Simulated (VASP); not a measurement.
# Ge (Fd-3m) in VASP: a series of runs, part 2 of 2

VASP 6.6.1. The steps go on from the part before.

## 4. Electric field gradients, PBEsol (23.54 Å³/atom)

This run uses another cell than the first one, of 23.54 Å³/atom.

The input, INCAR:

```
SYSTEM = Ge
  ALGO = Normal
  EDIFF = 1E-8
  ENCUT = 520
  GGA = PS
  ISIF = 2
  ISMEAR = -1
  LASPH = .True.
  LCHARG = .False.
  LEFG = .True.
  LREAL = .False.
  LWAVE = .False.
  NBANDS = 21
  NELM = 100
  PREC = Accurate
  SIGMA = 0.05
```

The input, KPOINTS:

```
k-points
0
Gamma
  11 11 11
  0 0 0
```

The input, POSCAR:

```
Ge
1.0
    0.0000000000      2.8659949267      2.8659949267
    2.8659949267      0.0000000000      2.8659949267
    2.8659949267      2.8659949267      0.0000000000
Ge
2
Direct
    0.5000000000      0.5000000000      0.5000000000
    0.7500000000      0.7500000000      0.7500000000
```

Potentials or basis: VASP PAW PBE potentials, release 64 (Ge_d).

The run is started by

```bash
> cat potpaw_PBE.64/Ge_d/POTCAR > POTCAR
> mpirun -np 1 vasp_std > vasp.out
```

OUTCAR:

```text
SYSTEM = Ge
   EDIFF = 1E-8
   ENCUT = 520
   GGA = PS
   ISIF = 2
   ISMEAR = -1
   LASPH = .True.
   LREAL = .False.
   NELM = 100
   PREC = Accurate

 ion  position               nearest neighbor table
   1  0.500  0.500  0.500-   2 2.48   2 2.48   2 2.48   2 2.48
   2  0.750  0.750  0.750-   1 2.48   1 2.48   1 2.48   1 2.48

  LATTYP: Found a face centered cubic cell.
 ALAT       =     5.7319898534

  Lattice vectors:

 A1 = (   0.0000000000,   2.8659949267,   2.8659949267)
 A2 = (   2.8659949267,   0.0000000000,   2.8659949267)
 A3 = (   2.8659949267,   2.8659949267,   0.0000000000)

Analysis of symmetry for initial positions (statically):
=====================================================================
 Subroutine PRICEL returns:
 Original cell was already a primitive cell.

 Routine SETGRP: Setting up the symmetry group for a
 face centered cubic supercell.

 Subroutine GETGRP returns: Found 48 space group operations
[... 765 lines left out ...]
  volume of cell :       47.08
      direct lattice vectors                 reciprocal lattice vectors
     0.000000000  2.865994927  2.865994927    -0.174459485  0.174459485  0.174459485
     2.865994927  0.000000000  2.865994927     0.174459485 -0.174459485  0.174459485
     2.865994927  2.865994927  0.000000000     0.174459485  0.174459485 -0.174459485

 POSITION                                       TOTAL-FORCE (eV/Angst)
 -----------------------------------------------------------------------------------
      2.86599      2.86599      2.86599        -0.000000      0.000000      0.000000
      4.29899      4.29899      4.29899         0.000000     -0.000000     -0.000000
 -----------------------------------------------------------------------------------
    total drift:                                0.000000     -0.000000     -0.000000

  FREE ENERGIE OF THE ION-ELECTRON SYSTEM (eV)
  ---------------------------------------------------
  free  energy   TOTEN  =        -9.8646785872 eV

  energy  without entropy=       -9.8637581924  energy(sigma->0) =       -9.86421839

 Electric field gradients (V/A^2)
---------------------------------------------------------------------
 ion       V_xx      V_yy      V_zz      V_xy      V_xz      V_yz
---------------------------------------------------------------------
   1      -0.000     0.000     0.000     0.005     0.005     0.005
   2      -0.000     0.000     0.000     0.005     0.005     0.005
---------------------------------------------------------------------

 Electric field gradients after diagonalization (V/A^2)
 (convention: |V_zz| > |V_xx| > |V_yy|)
----------------------------------------------------------------------
 ion       V_xx      V_yy      V_zz     asymmetry (V_yy - V_xx)/ V_zz
----------------------------------------------------------------------
   1      -0.005    -0.005     0.009       0.000
   2      -0.005    -0.005     0.009       0.000
----------------------------------------------------------------------

           NMR quadrupolar parameters

 Cq : quadrupolar parameter    Cq=e*Q*V_zz/h
 eta: asymmetry parameters     (V_yy - V_xx)/ V_zz
 Q  : nuclear electric quadrupole moment in mb (millibarn)
----------------------------------------------------------------------
 ion       Cq(MHz)       eta       Q (mb)
----------------------------------------------------------------------
   1       0.000       0.000       1.000
   2       0.000       0.000       1.000
----------------------------------------------------------------------
```

OSZICAR:

```text
N       E                     dE             d eps       ncg     rms          rms(c)
DAV:   1     0.191151014863E+03    0.19115E+03   -0.14693E+04  2637   0.360E+03
DAV:   2     0.182708981286E+02   -0.17288E+03   -0.16751E+03  2367   0.616E+02
DAV:   3    -0.905589840611E+01   -0.27327E+02   -0.27139E+02  2687   0.144E+02
DAV:   4    -0.998475727570E+01   -0.92886E+00   -0.92835E+00  2687   0.311E+01
DAV:   5    -0.100003036610E+02   -0.15546E-01   -0.15546E-01  2657   0.446E+00    0.309E+00
DAV:   6    -0.990801717820E+01    0.92286E-01   -0.33792E-02  3167   0.229E+00    0.176E+00
DAV:   7    -0.986363824013E+01    0.44379E-01   -0.53404E-02  2591   0.238E+00    0.154E-01
DAV:   8    -0.986454551525E+01   -0.90728E-03   -0.62585E-03  2678   0.111E+00    0.498E-02
DAV:   9    -0.986466092144E+01   -0.11541E-03   -0.23400E-04  2706   0.215E-01    0.112E-02
DAV:  10    -0.986467796957E+01   -0.17048E-04   -0.22367E-05  2828   0.373E-02    0.544E-03
DAV:  11    -0.986467902037E+01   -0.10508E-05   -0.52815E-06  3175   0.363E-02    0.151E-03
DAV:  12    -0.986467863378E+01    0.38659E-06   -0.92620E-07  3195   0.184E-02    0.299E-04
DAV:  13    -0.986467860345E+01    0.30332E-07   -0.21011E-08  2293   0.139E-03    0.119E-04
DAV:  14    -0.986467858602E+01    0.17428E-07   -0.36471E-09  1591   0.107E-03    0.293E-05
DAV:  15    -0.986467858724E+01   -0.12196E-08   -0.67450E-10  1351   0.366E-04
   1 F= -.98646786E+01 E0= -.98642184E+01  d E =-.920395E-03
```

stdout:

```text
POSCAR found type information on POSCAR Ge
 POSCAR found :  1 types and       2 ions
 scaLAPACK will be used
 -----------------------------------------------------------------------------
|                                                                             |
|                                                                             |
|     You enforced a specific xc type in the INCAR file but a different       |
|     I HOPE YOU KNOW WHAT YOU ARE DOING!                                     |
|                                                                             |
 -----------------------------------------------------------------------------

 LDA part: xc-table for (Slater+PW92), standard interpolation
 POSCAR, INCAR and KPOINTS ok, starting setup
 FFT: planning ... GRIDC
 FFT: planning ... GRID_SOFT
 FFT: planning ... GRID
 WAVECAR not read
 entering main loop
ion   1

ion   2
```

It took 53 s on 1 thread of Intel Xeon Platinum 8259CL at 2.50GHz (Skylake/Cascade Lake), shared host; peak memory 0.19 GiB.

Results:

```
Free energy                             : -9.8647 eV
Pressure                                : -1.9 GPa
Band gap on the k mesh                  : zero (filled and empty bands touch)
Largest electric field gradient by atom : zero within the noise of the run
```

Caveat: semilocal functionals underestimate gaps, so a narrow gap can read as zero; the PAW data sets were made with another functional, which shifts forces and pressure a little.

## 5. Electric field gradients, PBEsol (23.54 Å³/atom)

This run uses another cell than the first one, of 23.54 Å³/atom.

The input, INCAR:

```
ALGO = Normal ; EDIFF = 1E-8
ENCUT = 520 ; GGA = PS
ISIF = 2 ; ISMEAR = -1
LASPH = T ; LCHARG = F
LEFG = T ; LREAL = F
LWAVE = F ; NBANDS = 21
NELM = 100 ; PREC = Accurate
SIGMA = 0.05
```

The input, KPOINTS:

```
k-points
0
Gamma
  11 11 11
```

POSCAR is that of step 4.

Potentials or basis: VASP PAW PBE potentials, release 64 (Ge_d).

The run is started by

```bash
> cat potpaw_PBE.64/Ge_d/POTCAR > POTCAR
> mpirun -np 1 vasp_std > vasp.out
```

OUTCAR:

```text
EDIFF = 1E-8
   ENCUT = 520
   GGA = PS
   ISIF = 2
   ISMEAR = -1
   LASPH = T
   LREAL = F
   NELM = 100
   PREC = Accurate

 ion  position               nearest neighbor table
   1  0.500  0.500  0.500-   2 2.48   2 2.48   2 2.48   2 2.48
   2  0.750  0.750  0.750-   1 2.48   1 2.48   1 2.48   1 2.48

  LATTYP: Found a face centered cubic cell.
 ALAT       =     5.7319898534

  Lattice vectors:

 A1 = (   0.0000000000,   2.8659949267,   2.8659949267)
 A2 = (   2.8659949267,   0.0000000000,   2.8659949267)
 A3 = (   2.8659949267,   2.8659949267,   0.0000000000)

Analysis of symmetry for initial positions (statically):
=====================================================================
 Subroutine PRICEL returns:
 Original cell was already a primitive cell.

 Routine SETGRP: Setting up the symmetry group for a
 face centered cubic supercell.

 Subroutine GETGRP returns: Found 48 space group operations
 (whereof 24 operations were pure point group operations)
 out of a pool of 48 trial point group operations.

The static configuration has the point symmetry T_d .
 The point group associated with its full space group is O_h .

Analysis of symmetry for dynamics (positions and initial velocities):
=====================================================================
 Subroutine PRICEL returns:
 Original cell was already a primitive cell.

 Routine SETGRP: Setting up the symmetry group for a
 face centered cubic supercell.

 Subroutine GETGRP returns: Found 48 space group operations
 (whereof 24 operations were pure point group operations)
 out of a pool of 48 trial point group operations.

[... 156 lines left out ...]
 k-point     1 :       0.0000    0.0000    0.0000
  band No.  band energies     occupation
      1     -20.2235      2.00000
      2     -20.2235      2.00000
      3     -20.2235      2.00000
      4     -20.1899      2.00000
      5     -20.1899      2.00000
      6     -19.9981      2.00000
[... 565 lines left out ...]
     20      13.8005      0.00000
     21      14.0253      0.00000

 [... further k-points ...]

------------------------ aborting loop because EDIFF is reached ----------------------------------------

  FORCE on cell =-STRESS in cart. coord.  units (eV):
  Direction    XX          YY          ZZ          XY          YZ          ZX
  --------------------------------------------------------------------------------------
  -------------------------------------------------------------------------------------
  Total       -0.5639571     -0.5639571     -0.5639571      0.0000000     -0.0000000     -0.0000000
  in kB      -19.1911243    -19.1911243    -19.1911243      0.0000000     -0.0000000     -0.0000000
  external PRESSURE =     -19.1911243 kB  Pullay stress =       0.0000000 kB

 VOLUME and BASIS-vectors are now :
 -----------------------------------------------------------------------------
  energy-cutoff  :      520.00
  volume of cell :       47.08
      direct lattice vectors                 reciprocal lattice vectors
     0.000000000  2.865994927  2.865994927    -0.174459485  0.174459485  0.174459485
     2.865994927  0.000000000  2.865994927     0.174459485 -0.174459485  0.174459485
     2.865994927  2.865994927  0.000000000     0.174459485  0.174459485 -0.174459485

 POSITION                                       TOTAL-FORCE (eV/Angst)
 -----------------------------------------------------------------------------------
      2.86599      2.86599      2.86599        -0.000000      0.000000      0.000000
      4.29899      4.29899      4.29899         0.000000     -0.000000     -0.000000
 -----------------------------------------------------------------------------------
    total drift:                                0.000000     -0.000000     -0.000000

  FREE ENERGIE OF THE ION-ELECTRON SYSTEM (eV)
  ---------------------------------------------------
  free  energy   TOTEN  =        -9.8646785872 eV

  energy  without entropy=       -9.8637581924  energy(sigma->0) =       -9.86421839

 Electric field gradients (V/A^2)
---------------------------------------------------------------------
 ion       V_xx      V_yy      V_zz      V_xy      V_xz      V_yz
---------------------------------------------------------------------
   1      -0.000     0.000     0.000     0.005     0.005     0.005
   2      -0.000     0.000     0.000     0.005     0.005     0.005
---------------------------------------------------------------------

 Electric field gradients after diagonalization (V/A^2)
 (convention: |V_zz| > |V_xx| > |V_yy|)
----------------------------------------------------------------------
 ion       V_xx      V_yy      V_zz     asymmetry (V_yy - V_xx)/ V_zz
----------------------------------------------------------------------
   1      -0.005    -0.005     0.009       0.000
   2      -0.005    -0.005     0.009       0.000
----------------------------------------------------------------------

           NMR quadrupolar parameters

 Cq : quadrupolar parameter    Cq=e*Q*V_zz/h
 eta: asymmetry parameters     (V_yy - V_xx)/ V_zz
 Q  : nuclear electric quadrupole moment in mb (millibarn)
----------------------------------------------------------------------
 ion       Cq(MHz)       eta       Q (mb)
----------------------------------------------------------------------
   1       0.000       0.000       1.000
   2       0.000       0.000       1.000
----------------------------------------------------------------------
```

Wall time 52 s (1 thread of Intel Xeon Platinum 8259CL at 2.50GHz (Skylake/Cascade Lake), shared host); peak memory 0.19 GiB.

Results:

```
Free energy                             : -9.8647 eV
Pressure                                : -1.9 GPa
Band gap on the k mesh                  : zero (filled and empty bands touch)
Largest electric field gradient by atom : zero within the noise of the run
```

Caveat: semilocal functionals underestimate gaps, so a narrow gap can read as zero; the PAW data sets were made with another functional, which shifts forces and pressure a little.
